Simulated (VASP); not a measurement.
# BN (P6_3/mmc) in VASP: further runs, part 3 of 3

VASP 6.6.1. The steps go on from the part before.

## Step 5: G0W0 quasiparticle levels, PBE

Contents of POSCAR:

```
BN
1.0
    2.5005826212      0.0000000000      0.0000000000
   -1.2502913106      2.1655680743      0.0000000000
    0.0000000000      0.0000000000      6.5236378854
B N
2 2
Direct
    0.3333333333      0.6666666667      0.2500000000
    0.6666666667      0.3333333333      0.7500000000
    0.3333333333      0.6666666667      0.7500000000
    0.6666666667      0.3333333333      0.2500000000
```

Contents of INCAR.step1:

```
SYSTEM = BN
PREC = Accurate
ENCUT = 500
EDIFF = 1E-8
ISMEAR = 0
SIGMA = 0.01
LREAL = .FALSE.
LASPH = .TRUE.
NELM = 100
ALGO = Normal
LWAVE = .TRUE.
LCHARG = .FALSE.
GGA = PE
```

Contents of INCAR.step2:

```
SYSTEM = BN
PREC = Accurate
ENCUT = 500
EDIFF = 1E-8
ISMEAR = 0
SIGMA = 0.01
LREAL = .FALSE.
LASPH = .TRUE.
NELM = 1
ALGO = Exact
LWAVE = .TRUE.
LCHARG = .FALSE.
GGA = PE
NBANDS = 65
LOPTICS = .TRUE.
ISTART = 1
```

Contents of INCAR.step3:

```
SYSTEM = BN
PREC = Accurate
ENCUT = 500
EDIFF = 1E-8
ISMEAR = 0
SIGMA = 0.01
LREAL = .FALSE.
LASPH = .TRUE.
ALGO = EVGW0
LWAVE = .FALSE.
LCHARG = .FALSE.
GGA = PE
NELMGW = 1
NBANDS = 65
ENCUTGW = 80.0
NOMEGA = 96
PRECFOCK = Fast
ISTART = 1
NBANDSGW = 16
OMEGAMAX = 20
```

Contents of KPOINTS:

```
regular mesh
0
G
  6 6 2
  0 0 0
```

Potentials or basis: VASP PAW PBE potentials, release 64 (B_GW, N_GW).

On the command line:

```
$ cat potpaw_PBE.64/B_GW/POTCAR potpaw_PBE.64/N_GW/POTCAR > POTCAR
$ cp INCAR.step1 INCAR
$ mpirun -np 1 vasp_std > vasp.out
$ cp INCAR.step2 INCAR
$ mpirun -np 1 vasp_std > vasp.out
$ cp INCAR.step3 INCAR
$ mpirun -np 1 vasp_std > vasp.out
```

OUTCAR:

```text
SYSTEM = BN
   PREC = Accurate
   ENCUT = 500
   EDIFF = 1E-8
   ISMEAR = 0
   LREAL = .FALSE.
   LASPH = .TRUE.
   GGA = PE
   NELMGW = 1
   ENCUTGW = 80.0
   PRECFOCK = Fast
   ISTART = 1

 ion  position               nearest neighbor table
   1  0.333  0.667  0.250-   4 1.44   4 1.44   4 1.44
   2  0.667  0.333  0.750-   3 1.44   3 1.44   3 1.44
   3  0.333  0.667  0.750-   2 1.44   2 1.44   2 1.44
   4  0.667  0.333  0.250-   1 1.44   1 1.44   1 1.44

[... 173 lines left out ...]
   ENCUTLF             =  -1.0    cutoff for local field effects
   NELMGW              =     1    number of iterations in solving QP/BSE equation
   NELMHF              =     1    number of iterations in the inner HF iteration
   NKREDLFX            =     1    NKREDLFY  =   1   NKREDLFZ  =   1
 non-spin polarized calculation
 Gauss-broadening in eV      SIGMA  =   0.01
  energy-cutoff  :      500.00
  volume of cell :       35.33
 maximum number of plane-waves:       924
  NGX = 12; NGY = 12; NGZ = 32
   NGX =  9   NGY =  9   NGZ = 23
 maximum number of plane-waves:        66
 NGX is ok and might be reduce to    10

 QP shifts <psi_nk| G(iteration)W_0 |psi_nk>: iteration 1
 for sc-GW calculations column KS-energies equals QP-energies in previous step
 and V_xc(KS)=  KS-energies - (<T + V_ion + V_H > + <T+V_H+V_ion>^1  + <V_x>^1)

 k-point   1 :       0.0000    0.0000    0.0000
  band No.  KS-energies  QP-energies   sigma(KS)   V_xc(KS)     V^pw_x(r,r')   Z            occupation Imag(sigma)

      1     -15.3735     -16.9563     -18.0927     -15.9340     -26.6207       0.7332       2.0000       1.1556
      2     -15.0379     -16.6085     -18.4138     -16.3001     -26.9031       0.7431       2.0000       1.0831
      3      -3.8403      -4.9694     -13.9354     -12.3538     -18.2779       0.7139       2.0000       0.2122
      4      -1.5286      -2.4593     -15.7393     -14.4931     -19.5844       0.7468       2.0000       0.0922
      5       1.1433       0.5546     -18.9025     -18.1638     -22.6365       0.7968       2.0000       0.0494
      6       1.1433       0.5546     -18.9025     -18.1638     -22.6365       0.7968       2.0000       0.0494
[... 255 lines left out ...]
      2     -11.5186     -13.0726     -19.5048     -17.6444     -27.1889       0.8353       2.0000       0.9507
      3      -5.4454      -6.4692     -17.0035     -15.6013     -22.0184       0.7302       2.0000       0.1565
      4      -5.4454      -6.4692     -17.0035     -15.6013     -22.0184       0.7302       2.0000       0.1565
      5      -4.6906      -5.8920     -17.5205     -15.8907     -22.5306       0.7371       2.0000       0.1171
      6      -4.6906      -5.8920     -17.5205     -15.8907     -22.5306       0.7371       2.0000       0.1171
[... 8 lines left out ...]
     15      20.2743      21.7235     -11.1000     -12.9355      -5.9011       0.7895       0.0000      -0.2603
     16      20.2743      21.7235     -11.1000     -12.9355      -5.9011       0.7895       0.0000      -0.2603
```

OUTCAR.step1:

```text
SYSTEM = BN
   PREC = Accurate
   ENCUT = 500
   EDIFF = 1E-8
   ISMEAR = 0
   LREAL = .FALSE.
   LASPH = .TRUE.
   NELM = 100
[... 426 lines left out ...]
      1.25029      0.72186      4.89273         0.000000      0.000000      0.000000
     -0.00000      1.44371      4.89273        -0.000000      0.000000      0.000000
      1.25029      0.72186      1.63091        -0.000000     -0.000000      0.000000
 -----------------------------------------------------------------------------------
    total drift:                               -0.000000      0.000000      0.000000

  FREE ENERGIE OF THE ION-ELECTRON SYSTEM (eV)
  ---------------------------------------------------
  free  energy   TOTEN  =       -35.1758505608 eV

  energy  without entropy=      -35.1758505608  energy(sigma->0) =      -35.17585056
```

OUTCAR.step2:

```text
SYSTEM = BN
   PREC = Accurate
   ENCUT = 500
   EDIFF = 1E-8
[... 876 lines left out ...]
  --------------------------------------------------------------------------------------------------------------
     0.00000     4.87490     4.87490     3.08818    -0.00000     0.00000     0.00000
     1.13201     4.97619     4.97619     3.11581    -0.00000     0.00000     0.00000
     2.26401     5.34146     5.34146     3.21021    -0.00000     0.00000     0.00000
     3.39602     6.28986     6.28986     3.42934    -0.00000     0.00000     0.00000
     4.52802    11.53535    11.53535     4.57953    -0.00000     0.00000     0.00000
     5.66003     4.40496     4.40496     3.63947    -0.00000     0.00000     0.00000
[... 92 lines left out ...]
   110.93657     0.94988     0.94988     0.94901     0.00000    -0.00000    -0.00000
   112.06858     0.95098     0.95098     0.95018     0.00000    -0.00000    -0.00000
```

It took 74 s on 1 thread of Intel Xeon 6975P-C (Granite Rapids), shared host; peak memory 0.43 GiB.

Results:

```
Quasiparticle gap                                   : 5.63 eV
Least direct quasiparticle gap                      : 6.08 eV
Band gap of the starting levels on the mesh         : 4.27 eV
Least direct gap of the starting levels on the mesh : 4.66 eV
```

Caveat: the k points lie up to 0.48 Å⁻¹ apart; bands, screening cutoff and mesh are small and nothing is extrapolated, so the quasiparticle values aren't converged.
